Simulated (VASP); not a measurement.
# P in VASP: a series of runs

Runs on P. Level: LDA. Tasks: single point.

Everything below comes from runs of VASP 6.6.1. Logs are shortened: lines on timing, memory, paths and dates and some standing lists are left out, and cuts for length are marked.

## (1) The cell of the first run

The cell holds a slab with vacuum, 4 atoms: a = 3.262 Å, b = 34.623 Å, c = 4.601 Å, α = 90.00°, β = 90.00°, γ = 90.00°.

## (2) Single point, LDA

File INCAR:

```
PREC = Accurate
ENCUT = 520
EDIFF = 1E-6
ISMEAR = -1
SIGMA = 0.05
LREAL = F
LASPH = T
NELM = 80
ALGO = Normal
ISIF = 2
LWAVE = F
LCHARG = T
GGA = CA
LELF = T
LVHAR = T
NBANDS = 18
```

File KPOINTS:

```
Automatic mesh
0
Gamma
  8 1 6
```

File POSCAR:

```
P
1.0
    3.2616886149      0.0000000000      0.0000000000
    0.0000000000     34.6230841357      0.0000000000
    0.0000000000      0.0000000000      4.6009959564
P
4
Direct
    0.5000000000      0.9702614300      0.9078492800
    0.5000000000      0.0297385700      0.0921507200
    0.0000000000      0.0297385700      0.4078492800
    0.0000000000      0.9702614300      0.5921507200
```

Potentials or basis: VASP PAW LDA potentials, release 64 (P).

The run is started by

```console
$ cat potpaw_LDA.64/P/POTCAR > POTCAR
$ mpirun -np 1 vasp_std > vasp.out
```

OUTCAR:

```text
PREC = Accurate
   ENCUT = 520
   EDIFF = 1E-6
   ISMEAR = -1
   LREAL = F
   LASPH = T
   NELM = 80
   ISIF = 2
   GGA = CA

 ion  position               nearest neighbor table
   1  0.500  0.970  0.908-   4 2.18   4 2.18   2 2.23
   2  0.500  0.030  0.092-   3 2.18   3 2.18   1 2.23
   3  0.000  0.030  0.408-   2 2.18   2 2.18   4 2.23
   4  0.000  0.970  0.592-   1 2.18   1 2.18   3 2.23

  LATTYP: Found a simple orthorhombic cell.
 ALAT       =     3.2616886149
 B/A-ratio  =     1.4106177810
 C/A-ratio  =    10.6150795565

  Lattice vectors:

 A1 = (  -3.2616886149,   0.0000000000,   0.0000000000)
 A2 = (   0.0000000000,   0.0000000000,   4.6009959564)
 A3 = (   0.0000000000,  34.6230841357,   0.0000000000)

Analysis of symmetry for initial positions (statically):
=====================================================================
 Subroutine PRICEL returns:
 Original cell was already a primitive cell.

 Routine SETGRP: Setting up the symmetry group for a
 simple orthorhombic supercell.

 Subroutine GETGRP returns: Found  8 space group operations
 (whereof  4 operations were pure point group operations)
 out of a pool of  8 trial point group operations.

The static configuration has the point symmetry C_2h.
 The point group associated with its full space group is D_2h.

Analysis of symmetry for dynamics (positions and initial velocities):
=====================================================================
 Subroutine PRICEL returns:
 Original cell was already a primitive cell.

 Routine SETGRP: Setting up the symmetry group for a
 simple orthorhombic supercell.

 Subroutine GETGRP returns: Found  8 space group operations
 (whereof  4 operations were pure point group operations)
 out of a pool of  8 trial point group operations.

The dynamic configuration has the point symmetry C_2h.
 The point group associated with its full space group is D_2h.

 Subroutine INISYM returns: Found  8 space group operations
 (whereof  4 operations are pure point group operations),
 and found     1 'primitive' translations

----------------------------------------------------------------------------------------

                                     Primitive cell

  volume of cell :     519.5892

  direct lattice vectors                    reciprocal lattice vectors
     3.261688615  0.000000000  0.000000000     0.306589659  0.000000000  0.000000000
     0.000000000 34.623084136  0.000000000     0.000000000  0.028882465  0.000000000
     0.000000000  0.000000000  4.600995956     0.000000000  0.000000000  0.217344247

  length of vectors
     3.261688615 34.623084136  4.600995956     0.306589659  0.028882465  0.217344247

  position of ions in fractional coordinates (direct lattice)
     0.500000000  0.970261430  0.907849280
     0.500000000  0.029738570  0.092150720
     0.000000000  0.029738570  0.407849280
     0.000000000  0.970261430  0.592150720

  ion indices of the primitive-cell ions
   primitive index   ion index
                 1           1
                 2           2
                 3           3
                 4           4

----------------------------------------------------------------------------------------

 KPOINTS: Automatic mesh

Automatic generation of k-mesh.
 Grid dimensions read from file:
 generate k-points for:    8    1    6

 Generating k-lattice:

  Cartesian coordinates                     Fractional coordinates (reciprocal lattice)
     0.038323707  0.000000000  0.000000000     0.125000000  0.000000000  0.000000000
     0.000000000  0.028882465  0.000000000     0.000000000  1.000000000  0.000000000
     0.000000000  0.000000000  0.036224041     0.000000000  0.000000000  0.166666667

  Length of vectors
     0.038323707  0.028882465  0.036224041

  Shift w.r.t. Gamma in fractional coordinates (k-lattice)
     0.000000000  0.000000000  0.000000000

 Subroutine IBZKPT returns following result:
 ===========================================

 Found     20 irreducible k-points:

 Following reciprocal coordinates:
            Coordinates               Weight
  0.000000  0.000000  0.000000      1.000000
  0.125000  0.000000  0.000000      2.000000
  0.250000  0.000000  0.000000      2.000000
  0.375000  0.000000  0.000000      2.000000
  0.500000  0.000000  0.000000      1.000000
  0.000000  0.000000  0.166667      2.000000
[... 12 lines left out ...]
  0.375000  0.000000  0.500000      2.000000
  0.500000  0.000000  0.500000      1.000000
   k-points           NKPTS =     20   k-points in BZ     NKDIM =     20   number of bands    NBANDS=     18
   number of dos      NEDOS =    301   number of ions     NIONS =      4
   total plane-waves  NPLWV = 233280
   dimension x,y,z NGX =    24 NGY =  270 NGZ =   36
   dimension x,y,z NGXF=    48 NGYF=  540 NGZF=   72
   ions per type =               4
   NGX,Y,Z   is equivalent  to a cutoff of  12.23, 12.96, 13.01 a.u.
   NGXF,Y,Z  is equivalent  to a cutoff of  24.47, 25.93, 26.02 a.u.
 SYSTEM =  unknown system
   PREC   = accura    normal or accurate (medium, high low for compatibility)
   ISTART =      0    job   : 0-new  1-cont  2-samecut
   ICHARG =      2    charge: 1-file 2-atom 10-const
   ISPIN  =      1    spin polarized calculation?
   LNONCOLLINEAR =      F non collinear calculations
   LSORBIT =      F    spin-orbit coupling
   LASPH  =      T    aspherical Exc in radial PAW
   ENCUT  =  520.0 eV  38.22 Ry    6.18 a.u.   6.06 64.38  8.55*2*pi/ulx,y,z
   NELM   =     80;   NELMIN=  2; NELMDL= -5     # of ELM steps
   EDIFF  = 0.1E-05   stopping-criterion for ELM
   LREAL  =      F    real-space projection
   EDIFFG = 0.1E-04   stopping-criterion for IOM
   NSW    =      0    number of steps for IOM
   IBRION =     -1    ionic relax: 0-MD 1-quasi-New 2-CG
   NFREE  =      0    steps in history (QN), initial steepest desc. (CG)
   ISIF   =      2    stress and relaxation
   ISYM   =      2    0-nonsym 1-usesym 2-fastsym
   POTIM  = 0.5000    time-step for ionic-motion
   TEBEG  =    0.0;   TEEND  =   0.0 temperature during run
   PSTRESS=    0.0 pullay stress
   NELECT =      20.0000    total number of electrons
   NUPDOWN=      -1.0000    fix difference up-down
   EMIN   =  10.00;   EMAX   =-10.00  energy-range for DOS
   EFERMI =   0.00;   METHOD = LEGACY
   ISMEAR =    -1;   SIGMA  =   0.05  broadening in eV -4-tet -1-fermi 0-gaus
   EFERMI_NEDOS =   21; number of points for ismear=-14 and -15
   IALGO  =     38    algorithm
   IMIX   =      4    mixing-type and parameters
     AMIX     =   0.40;   BMIX     =  1.00
     AMIX_MAG =   1.60;   BMIX_MAG =  1.00
  volume/ion in A,a.u.               =     129.90       876.59
  Fermi-wavevector in a.u.,A,eV,Ry     =   0.552753  1.044553  4.157075  0.305536
  Thomas-Fermi vector in A             =   1.585330
   LORBIT       =      0    0 simple, 1 ext, 2 COOP (PROOUT), +10 PAW based schemes
   GGA     = CA    functional components
   LHFCALC =     F    Hartree Fock is set to
   AEXX    =    0.0000 exact exchange contribution
   IVDW    =     0    specifies the selected vdW correction
   LEPSILON=     F    determine dielectric tensor
   LRPA    =     F    only Hartree local field effects (RPA)
 non-spin polarized calculation
  energy-cutoff  :      520.00
  volume of cell :      519.59
 maximum number of plane-waves:     14064
   NGX = 13   NGY =129   NGZ = 17

 number of electron      19.9999999 magnetization

 Free energy of the ion-electron system (eV)
  ---------------------------------------------------
  ext. energy  EPLUGINS =         0.00000000
  ---------------------------------------------------
  free energy    TOTEN  =       -23.72306697 eV

  energy without entropy =      -23.72305249  energy(sigma->0) =      -23.72305973

 E-fermi :  -3.1100     XC(G=0):  -1.8160

 val. band max:       -3.5532337566   @ k =   0.0000   0.0000   0.0000
 cond. band min:      -2.7094928517   @ k =   0.0000   0.0000   0.0000
 fundamental gap:      0.8437409048
 Fermi energy:        -3.1100455856

 k-point     1 :       0.0000    0.0000    0.0000
  band No.  band energies     occupation
      1     -18.8412      2.00000
      2     -16.2964      2.00000
      3     -12.8766      2.00000
      4      -9.4572      2.00000
      5      -8.2922      2.00000
      6      -8.1526      2.00000
[... 10 lines left out ...]
     17       1.6675      0.00000
     18       1.8028      0.00000

 k-point     2 :       0.1250    0.0000    0.0000
  band No.  band energies     occupation
      1     -18.6502      2.00000
      2     -16.0977      2.00000
      3     -12.9452      2.00000
      4      -9.3146      2.00000
      5      -8.3392      2.00000
      6      -8.1215      2.00000
[... 10 lines left out ...]
     17       1.7141      0.00000
     18       1.8880      0.00000

 k-point     3 :       0.2500    0.0000    0.0000
  band No.  band energies     occupation
      1     -18.0829      2.00000
      2     -15.5044      2.00000
      3     -13.4132      2.00000
      4      -9.6524      2.00000
      5      -9.1869      2.00000
      6      -8.9342      2.00000
[... 10 lines left out ...]
     17       1.9813      0.00000
     18       2.2869      0.00000

 k-point     4 :       0.3750    0.0000    0.0000
  band No.  band energies     occupation
      1     -17.1606      2.00000
      2     -14.5569      2.00000
      3     -14.5250      2.00000
      4     -11.5068      2.00000
      5      -9.2686      2.00000
      6      -8.5617      2.00000
[... 291 lines left out ...]
      4     -12.0040      2.00000
      5      -9.2054      2.00000
      6      -9.2054      2.00000
[... 10 lines left out ...]
     17       2.7796      0.00000
     18       2.7796      0.00000

 k-point    19 :       0.3750    0.0000    0.5000
  band No.  band energies     occupation
      1     -16.1734      2.00000
      2     -16.1734      2.00000
      3     -12.8377      2.00000
      4     -12.8377      2.00000
      5      -9.3898      2.00000
      6      -9.3898      2.00000
[... 10 lines left out ...]
     17       3.0549      0.00000
     18       3.0549      0.00000

 k-point    20 :       0.5000    0.0000    0.5000
  band No.  band energies     occupation
      1     -15.5610      2.00000
      2     -15.5610      2.00000
      3     -13.6168      2.00000
      4     -13.6168      2.00000
      5      -8.7191      2.00000
      6      -8.7191      2.00000
[... 10 lines left out ...]
     17       2.9179      0.00000
     18       2.9179      0.00000

------------------------ aborting loop because EDIFF is reached ----------------------------------------

  FORCE on cell =-STRESS in cart. coord.  units (eV):
  Direction    XX          YY          ZZ          XY          YZ          ZX
  --------------------------------------------------------------------------------------
  -------------------------------------------------------------------------------------
  Total       -0.4883042      0.2701826     -0.3115278      0.0000000      0.0000000      0.0000000
  in kB       -1.5057088      0.8331205     -0.9606104      0.0000000      0.0000000      0.0000000
  external PRESSURE =      -0.5443995 kB  Pullay stress =       0.0000000 kB

 VOLUME and BASIS-vectors are now :
 -----------------------------------------------------------------------------
  energy-cutoff  :      520.00
  volume of cell :      519.59
      direct lattice vectors                 reciprocal lattice vectors
     3.261688615  0.000000000  0.000000000     0.306589659  0.000000000  0.000000000
     0.000000000 34.623084136  0.000000000     0.000000000  0.028882465  0.000000000
     0.000000000  0.000000000  4.600995956     0.000000000  0.000000000  0.217344247

 POSITION                                       TOTAL-FORCE (eV/Angst)
 -----------------------------------------------------------------------------------
      1.63084     33.59344      4.17701         0.000000     -0.069154      0.246894
      1.63084      1.02964      0.42399        -0.000000      0.069154     -0.246894
      0.00000      1.02964      1.87651        -0.000000      0.069154      0.246894
      0.00000     33.59344      2.72448        -0.000000     -0.069154     -0.246894
 -----------------------------------------------------------------------------------
    total drift:                               -0.000000      0.000000     -0.000000

  FREE ENERGIE OF THE ION-ELECTRON SYSTEM (eV)
  ---------------------------------------------------
  free  energy   TOTEN  =       -23.7230669670 eV

  energy  without entropy=      -23.7230524924  energy(sigma->0) =      -23.72305973
```

Run time: 2.1 min. Hardware: 1 thread of Intel Xeon 6975P-C (Granite Rapids), shared host; peak memory 0.45 GiB.

What came out:

```
Free energy            : -23.7231 eV
Largest force          : 0.256 eV/Å
Band gap on the k mesh : 0.84 eV
```

Forces in eV/Å, atoms in the order of the input:
```
P    0.000 -0.069  0.247
P    0.000  0.069 -0.247
P    0.000  0.069  0.247
P    0.000 -0.069 -0.247
```

Levels at points of the mesh, in eV from the valence-band top:
| k point | band 8 | band 9 | band 10 | band 11 | band 12 | band 13 |
| --- | --- | --- | --- | --- | --- | --- |
| (0.00, 0.00, 0.00) | -1.90 | -1.73 | 0.00 | 0.84 | 1.46 | 2.61 |
| (0.50, 0.00, 0.00) | -2.79 | -2.03 | -2.03 | 1.11 | 1.11 | 2.14 |
| (0.00, 0.00, 0.50) | -2.72 | -1.42 | -1.42 | 2.04 | 2.04 | 3.68 |
| (0.50, 0.00, 0.50) | -4.65 | -1.09 | -1.09 | 2.27 | 2.27 | 3.76 |

Caveat: there is no dipole correction, which matters where the two faces differ.

## (3) Single point, LDA

This run uses another cell than the first one.

File INCAR:

```
SYSTEM = P
PREC = Accurate
ENCUT = 520
EDIFF = 1E-7
ISMEAR = -1
SIGMA = 0.05
LREAL = .False.
LASPH = .True.
NELM = 100
ALGO = Normal
ISIF = 2
LWAVE = .False.
LCHARG = .False.
GGA = CA
NBANDS = 18
```

File KPOINTS:

```
Automatic mesh
0
Gamma
  8 1 6
  0 0 0
```

File POSCAR:

```
P
1.0
    3.3054748950      0.0000000000      0.0000000000
    0.0000000000     35.0878789824      0.0000000000
    0.0000000000      0.0000000000      4.6627616617
P
4
Direct
    0.5000000000      0.9702614300      0.9078492800
    0.5000000000      0.0297385700      0.0921507200
    0.0000000000      0.0297385700      0.4078492800
    0.0000000000      0.9702614300      0.5921507200
```

Potentials or basis: VASP PAW LDA potentials, release 64 (P).

The run is started by

```console
$ cat potpaw_LDA.64/P/POTCAR > POTCAR
$ mpirun -np 1 vasp_std > vasp.out
```

Wall time 2.5 min (1 thread of Intel Xeon 6975P-C (Granite Rapids), shared host); peak memory 0.49 GiB.

It converged, with:

```yaml
Free_energy: -23.6867 eV
Largest_force: 0.191 eV/Å
Band_gap_on_the_k_mesh: 0.87 eV
```

Forces in eV/Å, atoms in the order of the input:
```
P    0.000  0.188  0.033
P    0.000 -0.188 -0.033
P    0.000 -0.188  0.033
P    0.000  0.188 -0.033
```

Levels at points of the mesh, in eV from the valence-band top:
| k point | band 6 | band 7 | band 8 | band 9 | band 10 | band 11 | band 12 | band 13 | band 14 | band 15 |
| --- | --- | --- | --- | --- | --- | --- | --- | --- | --- | --- |
| (0.00, 0.00, 0.00) | -4.52 | -3.43 | -1.87 | -1.65 | 0.00 | 0.87 | 1.45 | 2.48 | 3.20 | 4.43 |
| (0.50, 0.00, 0.00) | -5.04 | -2.72 | -2.72 | -1.97 | -1.97 | 1.11 | 1.11 | 2.15 | 2.15 | 3.71 |
| (0.00, 0.00, 0.50) | -2.91 | -2.66 | -2.66 | -1.39 | -1.39 | 1.93 | 1.93 | 3.60 | 3.60 | 3.63 |
| (0.50, 0.00, 0.50) | -4.99 | -4.54 | -4.54 | -1.07 | -1.07 | 2.25 | 2.25 | 3.68 | 3.68 | 5.09 |

Caveat: there is no dipole correction, which matters where the two faces differ.
